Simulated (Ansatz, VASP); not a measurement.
## Rh in VASP and in Ansatz

```
Rh
1.0
     2.73098    0.00000    0.00000
    -1.36549    2.36510    0.00000
     0.00000    0.00000    4.38420
Rh
2
Direct
  0.33333 0.66667 0.25000
  0.66667 0.33333 0.75000
```

Alike in both runs: task single point; functional PBEsol; k mesh 9 × 9 × 5; occupations fermi-dirac, width 0.05 eV; no spin polarisation.

|  | VASP | Ansatz |
| --- | --- | --- |
| version | VASP 6.6.1 | Ansatz 0.2.0 |
| potentials or method | VASP PAW PBE potentials, release 64 (Rh_pv) | Ansatz PAW |
| plane-wave cutoff (eV) | 520 | 420 |
| valence electrons in the cell | 30 | 34 |

|  | VASP | Ansatz | Ansatz less VASP |
| --- | --- | --- | --- |
| gap on the k mesh at the Fermi level (eV) | none | none | - |
| pressure (GPa) | -11.4 | -11.3 | +0.05 |
| traceless stress, the component that is largest in VASP (GPa) | 1.86 | 1.85 | -0.005 |

VASP's potentials were made for PBE, not for PBEsol. A gap of «none» marks a metal or a gap that the smearing closes. With one functional, cell and mesh, what is left measures potentials, basis and numerics. VASP's potentials hold 30 valence electrons a cell and Ansatz's 34, so a difference there can come from the potentials and not from the codes.
